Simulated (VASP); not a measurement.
# Pt3PbC (Pm-3m) in VASP: notebook

The runs below take Pt3PbC through single point, with PBE.

Program: VASP 6.6.1. These are calculated values, not measurements. Logs are shortened: lines on timing, memory, paths and dates and some standing lists are left out, and cuts for length are marked.

## (1) The cell of the first run

The structure is cubic, space group Pm-3m (No. 221). The conventional cell has a = 4.259 Å, b = 4.259 Å, c = 4.259 Å, α = 90.00°, β = 90.00°, γ = 90.00°. Within 4.0 Å of Pb (site symmetry m-3m) lie 12 Pt at 3.01 Å and 8 C at 3.69 Å. Pt (site symmetry 4/mmm) has 2 C at 2.13 Å within 2.8 Å. Within 2.8 Å of C (site symmetry m-3m) lie 6 Pt at 2.13 Å.

## (2) Single point, PBE

The input, INCAR:

```
SYSTEM = Pt3PbC
  PREC = Accurate
  ENCUT = 520
  EDIFF = 1E-7
  ISMEAR = -1
  SIGMA = 0.05
  LREAL = .FALSE.
  LASPH = .TRUE.
  NELM = 100
  ALGO = Normal
  ISIF = 2
  LWAVE = .FALSE.
  LCHARG = .TRUE.
  GGA = PE
  LELF = .TRUE.
  LVHAR = .TRUE.
  NBANDS = 32
```

The input, KPOINTS:

```
Automatic mesh
0
G
  6 6 6
  0 0 0
```

The input, POSCAR:

```
Pt3PbC
1.0
    4.2592825229      0.0000000000      0.0000000000
    0.0000000000      4.2592825229      0.0000000000
    0.0000000000      0.0000000000      4.2592825229
Pb Pt C
1 3 1
Direct
    0.0000000000      0.0000000000      0.0000000000
    0.5000000000      0.0000000000      0.5000000000
    0.5000000000      0.5000000000      0.0000000000
    0.0000000000      0.5000000000      0.5000000000
    0.5000000000      0.5000000000      0.5000000000
```

Potentials or basis: VASP PAW PBE potentials, release 64 (Pb_d, Pt, C).

On the command line:

```console
$ cat potpaw_PBE.64/Pb_d/POTCAR potpaw_PBE.64/Pt/POTCAR potpaw_PBE.64/C/POTCAR > POTCAR
$ mpirun -np 1 vasp_std > vasp.out
```

OUTCAR:

```text
SYSTEM = Pt3PbC
   PREC = Accurate
   ENCUT = 520
   EDIFF = 1E-7
   ISMEAR = -1
   LREAL = .FALSE.
   LASPH = .TRUE.
   NELM = 100
   ISIF = 2
   GGA = PE

 ion  position               nearest neighbor table
   1  0.000  0.000  0.000-   2 3.01   3 3.01   4 3.01   2 3.01   4 3.01   3 3.01   4 3.01   4 3.01
                             2 3.01   3 3.01   2 3.01   3 3.01
   2  0.500  0.000  0.500-   5 2.13   5 2.13   4 3.01   1 3.01   1 3.01   3 3.01   3 3.01   4 3.01
                             3 3.01   3 3.01   1 3.01   4 3.01   1 3.01   4 3.01
   3  0.500  0.500  0.000-   5 2.13   5 2.13   4 3.01   1 3.01   2 3.01   4 3.01   2 3.01   1 3.01
                             2 3.01   2 3.01   1 3.01   4 3.01   4 3.01   1 3.01
   4  0.000  0.500  0.500-   5 2.13   5 2.13   3 3.01   1 3.01   1 3.01   3 3.01   1 3.01   2 3.01
                             1 3.01   2 3.01   3 3.01   2 3.01   3 3.01   2 3.01
   5  0.500  0.500  0.500-   2 2.13   3 2.13   4 2.13   3 2.13   2 2.13   4 2.13

  LATTYP: Found a simple cubic cell.
 ALAT       =     4.2592825229

  Lattice vectors:

 A1 = (   4.2592825229,   0.0000000000,   0.0000000000)
 A2 = (   0.0000000000,   4.2592825229,   0.0000000000)
 A3 = (   0.0000000000,   0.0000000000,   4.2592825229)

Analysis of symmetry for initial positions (statically):
=====================================================================
 Subroutine PRICEL returns:
 Original cell was already a primitive cell.

 Routine SETGRP: Setting up the symmetry group for a
 simple cubic supercell.

 Subroutine GETGRP returns: Found 48 space group operations
 (whereof 48 operations were pure point group operations)
 out of a pool of 48 trial point group operations.

The static configuration has the point symmetry O_h .

Analysis of symmetry for dynamics (positions and initial velocities):
=====================================================================
 Subroutine PRICEL returns:
 Original cell was already a primitive cell.

 Routine SETGRP: Setting up the symmetry group for a
 simple cubic supercell.

 Subroutine GETGRP returns: Found 48 space group operations
 (whereof 48 operations were pure point group operations)
 out of a pool of 48 trial point group operations.

The dynamic configuration has the point symmetry O_h .

 Subroutine INISYM returns: Found 48 space group operations
 (whereof 48 operations are pure point group operations),
 and found     1 'primitive' translations

----------------------------------------------------------------------------------------

                                     Primitive cell

  volume of cell :      77.2697

  direct lattice vectors                    reciprocal lattice vectors
     4.259282523  0.000000000  0.000000000     0.234781326  0.000000000  0.000000000
     0.000000000  4.259282523  0.000000000     0.000000000  0.234781326  0.000000000
     0.000000000  0.000000000  4.259282523     0.000000000  0.000000000  0.234781326

  length of vectors
     4.259282523  4.259282523  4.259282523     0.234781326  0.234781326  0.234781326

  position of ions in fractional coordinates (direct lattice)
     0.000000000  0.000000000  0.000000000
     0.500000000  0.000000000  0.500000000
     0.500000000  0.500000000  0.000000000
     0.000000000  0.500000000  0.500000000
     0.500000000  0.500000000  0.500000000

  ion indices of the primitive-cell ions
   primitive index   ion index
                 1           1
                 2           2
                 3           3
                 4           4
                 5           5

----------------------------------------------------------------------------------------

 KPOINTS: Automatic mesh

Automatic generation of k-mesh.
 Grid dimensions read from file:
 generate k-points for:    6    6    6

 Generating k-lattice:

  Cartesian coordinates                     Fractional coordinates (reciprocal lattice)
     0.039130221  0.000000000  0.000000000     0.166666667  0.000000000  0.000000000
     0.000000000  0.039130221  0.000000000     0.000000000  0.166666667  0.000000000
     0.000000000  0.000000000  0.039130221     0.000000000  0.000000000  0.166666667

  Length of vectors
     0.039130221  0.039130221  0.039130221

  Shift w.r.t. Gamma in fractional coordinates (k-lattice)
     0.000000000  0.000000000  0.000000000

 Subroutine IBZKPT returns following result:
 ===========================================

 Found     20 irreducible k-points:

 Following reciprocal coordinates:
            Coordinates               Weight
  0.000000  0.000000  0.000000      1.000000
  0.166667  0.000000  0.000000      6.000000
  0.333333  0.000000  0.000000      6.000000
  0.500000  0.000000  0.000000      3.000000
  0.166667  0.166667  0.000000     12.000000
  0.333333  0.166667  0.000000     24.000000
[... 12 lines left out ...]
  0.500000  0.500000  0.333333      6.000000
  0.500000  0.500000  0.500000      1.000000
   k-points           NKPTS =     20   k-points in BZ     NKDIM =     20   number of bands    NBANDS=     32
   number of dos      NEDOS =    301   number of ions     NIONS =      5
   total plane-waves  NPLWV =  32768
   dimension x,y,z NGX =    32 NGY =   32 NGZ =   32
   dimension x,y,z NGXF=    64 NGYF=   64 NGZF=   64
   ions per type =               1   3   1
   NGX,Y,Z   is equivalent  to a cutoff of  12.49, 12.49, 12.49 a.u.
   NGXF,Y,Z  is equivalent  to a cutoff of  24.98, 24.98, 24.98 a.u.
 SYSTEM =  Pt3PbC
   PREC   = accura    normal or accurate (medium, high low for compatibility)
   ISTART =      0    job   : 0-new  1-cont  2-samecut
   ICHARG =      2    charge: 1-file 2-atom 10-const
   ISPIN  =      1    spin polarized calculation?
   LNONCOLLINEAR =      F non collinear calculations
   LSORBIT =      F    spin-orbit coupling
   LASPH  =      T    aspherical Exc in radial PAW
   ENCUT  =  520.0 eV  38.22 Ry    6.18 a.u.   7.92  7.92  7.92*2*pi/ulx,y,z
   NELM   =    100;   NELMIN=  2; NELMDL= -5     # of ELM steps
   EDIFF  = 0.1E-06   stopping-criterion for ELM
   LREAL  =      F    real-space projection
   EDIFFG = 0.1E-05   stopping-criterion for IOM
   NSW    =      0    number of steps for IOM
   IBRION =     -1    ionic relax: 0-MD 1-quasi-New 2-CG
   NFREE  =      0    steps in history (QN), initial steepest desc. (CG)
   ISIF   =      2    stress and relaxation
   ISYM   =      2    0-nonsym 1-usesym 2-fastsym
   POTIM  = 0.5000    time-step for ionic-motion
   TEBEG  =    0.0;   TEEND  =   0.0 temperature during run
   PSTRESS=    0.0 pullay stress
   NELECT =      48.0000    total number of electrons
   NUPDOWN=      -1.0000    fix difference up-down
   EMIN   =  10.00;   EMAX   =-10.00  energy-range for DOS
   EFERMI =   0.00;   METHOD = LEGACY
   ISMEAR =    -1;   SIGMA  =   0.05  broadening in eV -4-tet -1-fermi 0-gaus
   EFERMI_NEDOS =   21; number of points for ismear=-14 and -15
   IALGO  =     38    algorithm
   IMIX   =      4    mixing-type and parameters
     AMIX     =   0.40;   BMIX     =  1.00
     AMIX_MAG =   1.60;   BMIX_MAG =  1.00
  volume/ion in A,a.u.               =      15.45       104.29
  Fermi-wavevector in a.u.,A,eV,Ry     =   1.396858  2.639678 26.547839  1.951211
  Thomas-Fermi vector in A             =   2.520171
   LORBIT       =      0    0 simple, 1 ext, 2 COOP (PROOUT), +10 PAW based schemes
   GGA     = PE    functional components
   LHFCALC =     F    Hartree Fock is set to
   AEXX    =    0.0000 exact exchange contribution
   IVDW    =     0    specifies the selected vdW correction
   LEPSILON=     F    determine dielectric tensor
   LRPA    =     F    only Hartree local field effects (RPA)
 non-spin polarized calculation
  energy-cutoff  :      520.00
  volume of cell :       77.27
 maximum number of plane-waves:      2103
 NGX is ok and might be reduce to    32
   NGX = 15   NGY = 15   NGZ = 15

 number of electron      48.0000012 magnetization

 Free energy of the ion-electron system (eV)
  ---------------------------------------------------
  ext. energy  EPLUGINS =         0.00000000
  ---------------------------------------------------
  free energy    TOTEN  =       -28.99112906 eV

  energy without entropy =      -28.94961951  energy(sigma->0) =      -28.97037428

 E-fermi :  10.1765     XC(G=0): -12.6150

 val. band max:       10.1612104985   @ k =   0.3333   0.3333   0.3333
 cond. band min:      10.1968688272   @ k =   0.1667   0.1667   0.1667
 fundamental gap:      0.0356583287
 Fermi energy:        10.1764580465

 k-point     1 :       0.0000    0.0000    0.0000
  band No.  band energies     occupation
      1      -6.3205      2.00000
      2      -6.3205      2.00000
      3      -6.2969      2.00000
      4      -6.2969      2.00000
      5      -6.2969      2.00000
      6      -4.1154      2.00000
[... 24 lines left out ...]
     31      15.8655      0.00000
     32      19.0647      0.00000

 k-point     2 :       0.1667    0.0000    0.0000
  band No.  band energies     occupation
      1      -6.3145      2.00000
      2      -6.3033      2.00000
      3      -6.2955      2.00000
      4      -6.2925      2.00000
      5      -6.2925      2.00000
      6      -3.9247      2.00000
[... 24 lines left out ...]
     31      16.4935      0.00000
     32      18.3611      0.00000

 k-point     3 :       0.3333    0.0000    0.0000
  band No.  band energies     occupation
      1      -6.3024      2.00000
      2      -6.2927      2.00000
      3      -6.2839      2.00000
      4      -6.2839      2.00000
      5      -6.2690      2.00000
      6      -3.4688      2.00000
[... 24 lines left out ...]
     31      17.6783      0.00000
     32      17.9446      0.00000

 k-point     4 :       0.5000    0.0000    0.0000
  band No.  band energies     occupation
      1      -6.2964      2.00000
      2      -6.2913      2.00000
      3      -6.2795      2.00000
      4      -6.2795      2.00000
      5      -6.2518      2.00000
      6      -3.1826      2.00000
[... 24 lines left out ...]
     31      17.1820      0.00000
     32      17.2026      0.00000

 k-point     5 :       0.1667    0.1667    0.0000
  band No.  band energies     occupation
      1      -6.3073      2.00000
      2      -6.2922      2.00000
      3      -6.2920      2.00000
      4      -6.2907      2.00000
      5      -6.2897      2.00000
      6      -3.7326      2.00000
[... 444 lines left out ...]
     31      17.1423      0.00000
     32      20.6284      0.00000

 k-point    18 :       0.5000    0.3333    0.3333
  band No.  band energies     occupation
      1      -6.3192      2.00000
      2      -6.3186      2.00000
      3      -6.3103      2.00000
      4      -6.2388      2.00000
      5      -6.2239      2.00000
      6      -1.7725      2.00000
[... 24 lines left out ...]
     31      18.4490      0.00000
     32      20.3195      0.00000

 k-point    19 :       0.5000    0.5000    0.3333
  band No.  band energies     occupation
      1      -6.3321      2.00000
      2      -6.3190      2.00000
      3      -6.3190      2.00000
      4      -6.2336      2.00000
      5      -6.2183      2.00000
      6      -1.4163      2.00000
[... 24 lines left out ...]
     31      18.8169      0.00000
     32      19.3200      0.00000

 k-point    20 :       0.5000    0.5000    0.5000
  band No.  band energies     occupation
      1      -6.3323      2.00000
      2      -6.3323      2.00000
      3      -6.3323      2.00000
      4      -6.2212      2.00000
      5      -6.2212      2.00000
      6      -1.0173      2.00000
[... 24 lines left out ...]
     31      19.0535      0.00000
     32      19.0535      0.00000

------------------------ aborting loop because EDIFF is reached ----------------------------------------

  FORCE on cell =-STRESS in cart. coord.  units (eV):
  Direction    XX          YY          ZZ          XY          YZ          ZX
  --------------------------------------------------------------------------------------
  -------------------------------------------------------------------------------------
  Total        5.3210054      5.3210054      5.3210054     -0.0000000      0.0000000     -0.0000000
  in kB      110.3303360    110.3303360    110.3303360     -0.0000000      0.0000000     -0.0000000
  external PRESSURE =     110.3303360 kB  Pullay stress =       0.0000000 kB

 VOLUME and BASIS-vectors are now :
 -----------------------------------------------------------------------------
  energy-cutoff  :      520.00
  volume of cell :       77.27
      direct lattice vectors                 reciprocal lattice vectors
     4.259282523  0.000000000  0.000000000     0.234781326  0.000000000  0.000000000
     0.000000000  4.259282523  0.000000000     0.000000000  0.234781326  0.000000000
     0.000000000  0.000000000  4.259282523     0.000000000  0.000000000  0.234781326

 POSITION                                       TOTAL-FORCE (eV/Angst)
 -----------------------------------------------------------------------------------
      0.00000      0.00000      0.00000         0.000000      0.000000      0.000000
      2.12964      0.00000      2.12964         0.000000      0.000000      0.000000
      2.12964      2.12964      0.00000         0.000000      0.000000      0.000000
      0.00000      2.12964      2.12964         0.000000      0.000000      0.000000
      2.12964      2.12964      2.12964         0.000000      0.000000      0.000000
 -----------------------------------------------------------------------------------
    total drift:                                0.000000     -0.000000     -0.000000

  FREE ENERGIE OF THE ION-ELECTRON SYSTEM (eV)
  ---------------------------------------------------
  free  energy   TOTEN  =       -28.9911290620 eV

  energy  without entropy=      -28.9496195054  energy(sigma->0) =      -28.97037428
```

Run time: 44 s. Hardware: 1 thread of Intel Xeon 8259CL, shared host; peak memory 0.2 GiB.

Results:

```
Free energy            : -28.9911 eV
Pressure               : 11.0 GPa
Band gap on the k mesh : zero (bands 24 and 25 overlap by 0.62 eV)
```

Caveat: the cell stands under pressure; spin-orbit coupling is left out, which moves the levels of the heavy elements.

## (3) Single point, PBE

This run uses another cell than the first one, of 15.78 Å³/atom.

The input, INCAR:

```
PREC     = Accurate       # precision mode
ENCUT    = 520            # plane-wave cutoff, eV
EDIFF    = 1E-6           # SCF threshold, eV
ISMEAR   = -1             # smearing method
SIGMA    = 0.05           # smearing width, eV
LREAL    = False          # projectors in reciprocal space
LASPH    = True           # aspherical terms in the spheres
NELM     = 60             # most SCF steps
ALGO     = Normal         # electronic algorithm
ISIF     = 2              # what is computed and relaxed
LWAVE    = False          # write WAVECAR
LCHARG   = False          # write CHGCAR
GGA      = PE             # functional
NBANDS   = 32             # bands
```

The input, KPOINTS:

```
regular mesh
0
Gamma
  6 6 6
```

POSCAR, as its differences from that of step 2:

```diff
@@ -2,5 +2,5 @@
 1.0
-    4.2592825229      0.0000000000      0.0000000000
-    0.0000000000      4.2592825229      0.0000000000
-    0.0000000000      0.0000000000      4.2592825229
+    4.2892784585      0.0000000000      0.0000000000
+    0.0000000000      4.2892784585      0.0000000000
+    0.0000000000      0.0000000000      4.2892784585
 Pb Pt C
```

Potentials or basis: VASP PAW PBE potentials, release 64 (Pb_d, Pt, C).

On the command line:

```console
$ cat potpaw_PBE.64/Pb_d/POTCAR potpaw_PBE.64/Pt/POTCAR potpaw_PBE.64/C/POTCAR > POTCAR
$ mpirun -np 1 vasp_std > vasp.out
```

It took 46 s on 1 thread of Intel Xeon 8259CL, shared host; peak memory 0.2 GiB.

It converged, with:

* Free energy: -29.0825 eV
* Pressure: 6.6 GPa
* Band gap on the k mesh: zero (bands 24 and 25 overlap by 0.68 eV)

Levels at points of the mesh, in eV from the Fermi level:
| k point | band 22 | band 23 | band 24 | band 25 | band 26 | band 27 |
| --- | --- | --- | --- | --- | --- | --- |
| (0.00, 0.00, 0.00) | -0.57 | -0.57 | -0.57 | 0.32 | 1.26 | 1.26 |
| (0.50, 0.00, 0.00) | -0.57 | -0.18 | 0.07 | 0.07 | 2.81 | 3.63 |
| (0.50, 0.50, 0.00) | -1.47 | -0.18 | -0.18 | 1.21 | 2.31 | 3.99 |
| (0.50, 0.50, 0.50) | -0.74 | -0.74 | -0.74 | -0.60 | 1.24 | 1.24 |

Caveat: the cell stands under pressure; spin-orbit coupling is left out, which moves the levels of the heavy elements.

## (4) Single point, PBE

This run uses another cell than the first one, of 16.11 Å³/atom.

The input, INCAR:

```
PREC = Accurate
ENCUT = 520
EDIFF = 1E-7
ISMEAR = -1
SIGMA = 0.05
LREAL = False
LASPH = True
NELM = 100
ALGO = Normal
ISIF = 2
LWAVE = False
LCHARG = False
GGA = PE
NBANDS = 32
```

The input, KPOINTS:

```
Automatic mesh
0
Gamma
  6 6 6
```

POSCAR, as its differences from that of step 3:

```diff
@@ -2,5 +2,5 @@
 1.0
-    4.2892784585      0.0000000000      0.0000000000
-    0.0000000000      4.2892784585      0.0000000000
-    0.0000000000      0.0000000000      4.2892784585
+    4.3188606241      0.0000000000      0.0000000000
+    0.0000000000      4.3188606241      0.0000000000
+    0.0000000000      0.0000000000      4.3188606241
 Pb Pt C
```

On the command line:

```console
$ cat potpaw_PBE.64/Pb_d/POTCAR potpaw_PBE.64/Pt/POTCAR potpaw_PBE.64/C/POTCAR > POTCAR
$ mpirun -np 1 vasp_std > vasp.out
```

Run time: 65 s. Hardware: 1 thread of Intel Xeon 8259CL, shared host; peak memory 0.2 GiB.

The run converged. Its results:

| Property | Result |
| --- | --- |
| Free energy | -29.1313 eV |
| Pressure | 2.7 GPa |
| Band gap on the k mesh | zero (bands 24 and 25 overlap by 0.73 eV) |

Levels at points of the mesh, in eV from the Fermi level:
```csv
k point,band 20,band 21,band 22,band 23,band 24,band 25,band 26,band 27,band 28,band 29
"(0.00, 0.00, 0.00)",-2.06,-0.57,-0.57,-0.57,-0.56,0.23,1.30,1.30,1.30,4.01
"(0.50, 0.00, 0.00)",-2.24,-1.67,-0.56,-0.22,0.09,0.09,2.69,3.57,3.58,3.58
"(0.50, 0.50, 0.00)",-1.99,-1.70,-1.44,-0.17,-0.17,1.19,2.24,3.95,4.50,4.50
"(0.50, 0.50, 0.50)",-1.65,-1.65,-0.72,-0.72,-0.72,-0.64,1.20,1.20,1.20,7.75
```

Caveat: spin-orbit coupling is left out, which moves the levels of the heavy elements.

## (5) The runs side by side

| cell | gap on the mesh (eV) | pressure (GPa) |
| --- | --- | --- |
| a = 4.259 Å, 5 atoms | none | 11.0 |
| a = 4.289 Å, 5 atoms | none | 6.6 |
| a = 4.319 Å, 5 atoms | none | 2.7 |

Alike in all rows: task single point; level PBE; potentials or basis VASP PAW PBE potentials, release 64 (Pb_d, Pt, C); no spin polarisation; k mesh 6 × 6 × 6; cutoff (eV) 520; smearing fermi-dirac 0.05 eV.

Caveats: spin-orbit coupling is left out, which moves the levels of the heavy elements; the cell stands under pressure (at least some runs).

Total energies depend on the potentials used, so only differences within one code and one set of settings carry meaning.
